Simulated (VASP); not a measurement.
# GaN (P6_3mc) in VASP: further runs, part 3 of 3

VASP 6.6.1.

### 6 Single point, RPBE+D4

This run uses another cell than the first one, of 10.63 Å³/atom, 0.940 times its volume.

INCAR

```
SYSTEM = GaN
PREC = Accurate ; ENCUT = 520
EDIFF = 1E-6 ; ISMEAR = -1
SIGMA = 0.05 ; LREAL = .False.
LASPH = .True. ; NELM = 80
ALGO = Normal ; ISIF = 2
LWAVE = .False. ; LCHARG = .False.
GGA = RP ; IVDW = 13
NBANDS = 26
```

KPOINTS

```
regular mesh
0
Gamma
  10 10 5
  0 0 0
```

POSCAR

```
GaN
1.0
    3.1150838257      0.0000000000      0.0000000000
   -1.5575419129      2.6977417280      0.0000000000
    0.0000000000      0.0000000000      5.0605418376
Ga N
2 2
Direct
    0.6666666667      0.3333333333      0.5000000000
    0.3333333333      0.6666666667      0.0000000000
    0.6666666667      0.3333333333      0.8750000000
    0.3333333333      0.6666666667      0.3750000000
```

Potentials or basis: VASP PAW PBE potentials, release 64 (Ga_d, N).

On the command line:

```sh
> cat potpaw_PBE.64/Ga_d/POTCAR potpaw_PBE.64/N/POTCAR > POTCAR
> mpirun -np 1 vasp_std > vasp.out
```

OUTCAR:

```text
SYSTEM = GaN
   PREC = Accurate
   ENCUT = 520
   EDIFF = 1E-6
   ISMEAR = -1
   LREAL = .False.
   LASPH = .True.
   NELM = 80
   ISIF = 2
   GGA = RP
   IVDW = 13

 ion  position               nearest neighbor table
   1  0.667  0.333  0.500-   3 1.90   4 1.91   4 1.91   4 1.91
   2  0.333  0.667  0.000-   4 1.90   3 1.91   3 1.91   3 1.91
   3  0.667  0.333  0.875-   1 1.90   2 1.91   2 1.91   2 1.91
   4  0.333  0.667  0.375-   2 1.90   1 1.91   1 1.91   1 1.91

  LATTYP: Found a hexagonal cell.
 ALAT       =     3.1150838257
 C/A-ratio  =     1.6245283019
[... 899 lines left out ...]
  Direction    XX          YY          ZZ          XY          YZ          ZX
  --------------------------------------------------------------------------------------
  -------------------------------------------------------------------------------------
  Total       2.73025     2.73025     3.51877    -0.00000    -0.00000    -0.00000
  in kB     102.85990   102.85990   132.56667    -0.00000    -0.00000    -0.00000
  external pressure =      112.76 kB  Pullay stress =        0.00 kB

 VOLUME and BASIS-vectors are now :
 -----------------------------------------------------------------------------
  energy-cutoff  :      520.00
  volume of cell :       42.53
      direct lattice vectors                 reciprocal lattice vectors
     3.115083826  0.000000000  0.000000000     0.321018649  0.185340203  0.000000000
    -1.557541913  2.697741728  0.000000000     0.000000000  0.370680406  0.000000000
     0.000000000  0.000000000  5.060541838     0.000000000  0.000000000  0.197607298

 POSITION                                       TOTAL-FORCE (eV/Angst)
 -----------------------------------------------------------------------------------
      1.55754      0.89925      2.53027         0.000000      0.000000     -0.139487
     -0.00000      1.79849      0.00000         0.000000     -0.000000     -0.139487
      1.55754      0.89925      4.42797        -0.000000      0.000000      0.139487
     -0.00000      1.79849      1.89770         0.000000      0.000000      0.139487
 -----------------------------------------------------------------------------------
    total drift:                               -0.000000     -0.000000     -0.000180

  FREE ENERGIE OF THE ION-ELECTRON SYSTEM (eV)
  ---------------------------------------------------
  free  energy   TOTEN  =       -25.7782313875 eV

  energy  without entropy=      -25.7782313875  energy(sigma->0) =      -25.77823139
```

OSZICAR:

```text
N       E                     dE             d eps       ncg     rms          rms(c)
DAV:   1     0.277533072689E+03    0.27753E+03   -0.17653E+04  2402   0.264E+03
DAV:   2     0.729395935401E+01   -0.27024E+03   -0.25533E+03  2408   0.482E+02
DAV:   3    -0.254127404953E+02   -0.32707E+02   -0.32282E+02  2568   0.140E+02
DAV:   4    -0.264494018573E+02   -0.10367E+01   -0.10326E+01  2614   0.268E+01
DAV:   5    -0.264703448047E+02   -0.20943E-01   -0.20923E-01  2672   0.353E+00    0.113E+01
DAV:   6    -0.221694781366E+02    0.43009E+01   -0.96538E+00  3630   0.512E+01    0.313E+00
DAV:   7    -0.222876049646E+02   -0.11813E+00   -0.16472E+00  2348   0.920E+00    0.284E+00
DAV:   8    -0.222975758991E+02   -0.99709E-02   -0.12376E-01  3006   0.602E+00    0.692E-01
DAV:   9    -0.222836797323E+02    0.13896E-01   -0.51508E-02  3568   0.423E+00    0.287E-01
DAV:  10    -0.222846375642E+02   -0.95783E-03   -0.47054E-03  2306   0.551E-01    0.804E-02
DAV:  11    -0.222846577462E+02   -0.20182E-04   -0.79531E-04  3228   0.497E-01    0.276E-02
DAV:  12    -0.222846706841E+02   -0.12938E-04   -0.10182E-04  2858   0.133E-01    0.578E-03
DAV:  13    -0.222846753986E+02   -0.47145E-05   -0.21245E-05  2744   0.337E-02    0.455E-03
DAV:  14    -0.222846754962E+02   -0.97582E-07   -0.11088E-06  2030   0.821E-03
   1 F= -.25778231E+02 E0= -.25778231E+02  d E =-.173179E-10
```

Wall time 22 s (1 thread of Intel Xeon 6975P-C (Granite Rapids), shared host); peak memory 0.17 GiB.

What came out:

```yaml
Free_energy: -25.7782 eV
Pressure: 11.3 GPa
Largest_force: 0.139 eV/Å
Band_gap_on_the_k_mesh: 2.45 eV, direct
Dispersion_energy_per_atom: -0.873 eV
```

Forces on the atoms (eV/Å):
```
Ga   0.000  0.000 -0.139
Ga   0.000  0.000 -0.139
N    0.000  0.000  0.139
N    0.000  0.000  0.139
```

Stress tensor (GPa, compression positive):
```
10.29  0.00  0.00
 0.00 10.29  0.00
 0.00  0.00 13.26
```

Caveat: the PAW data sets were made with another functional, which shifts forces and pressure a little.

### 7 Summary

| task | level | potentials or basis | spin | cell | k mesh | cutoff (eV) | second run | gap on the mesh (eV) | pressure (GPa) | largest force (eV/Å) |
| --- | --- | --- | --- | --- | --- | --- | --- | --- | --- | --- |
| relaxation of cell and atoms | PBEsol+D4 | VASP PAW PBE potentials, release 64 (Ga_d, N) | off | relaxed from a = 3.180, b = 3.180, c = 5.166 Å, angles 90.0, 90.0, 120.0°, 4 atoms | 10 × 10 × 5 | 600 | - | 2.02 | 0.1 | 0.01 |
| single point | r2SCAN | VASP PAW PBE potentials, release 64 (Ga_d, N_h) | off | a = 3.180, b = 3.180, c = 5.166 Å, angles 90.0, 90.0, 120.0°, 4 atoms | 6 × 6 × 3 | 910 | hard_potentials | 2.37 | 2.0 | 0.14 |
| single point | r2SCAN | VASP PAW PBE potentials, release 64 (Ga_d, N) | non-collinear, zero start, SOC | a = 3.115, b = 3.115, c = 5.061 Å, angles 90.0, 90.0, 120.0°, 4 atoms | 10 × 10 × 5 | 520 | - | - | 16.6 | 0.16 |
| single point | PBE | VASP PAW PBE potentials, release 64 (Ga_d, N) | off | a = 3.180, b = 3.180, c = 5.166 Å, angles 90.0, 90.0, 120.0°, 4 atoms | 6 × 6 × 3 | 520 | - | 1.97 | 7.3 | 0.13 |
| single point | RPBE+D4 | VASP PAW PBE potentials, release 64 (Ga_d, N) | off | a = 3.115, b = 3.115, c = 5.061 Å, angles 90.0, 90.0, 120.0°, 4 atoms | 10 × 10 × 5 | 520 | - | 2.45 | 11.3 | 0.14 |

Alike in all rows: smearing fermi-dirac 0.05 eV.

Caveats: the PAW data sets were made with another functional, which shifts forces and pressure a little (some runs); the cutoff is under 1.25 times the usual one of these potentials, so pressure, stress and relaxed cells hold a basis-set (Pulay) error (some runs).

Absolute energies hang on the potentials; compare differences alone.

### 8 How close it comes

Step 3. Against the measured gap of GaN, 3.503 eV (direct; quoted in “Studying electronic properties in GaN without electrical contacts using γ-γ vs e−-γ Perturbed Angular Correlations”, 2019, pmc:6823545), the calculated 2.37 eV is off by -1.13 eV. Spin-orbit coupling on Ga is left out. The value is that of r2SCAN, without temperature or zero-point motion.
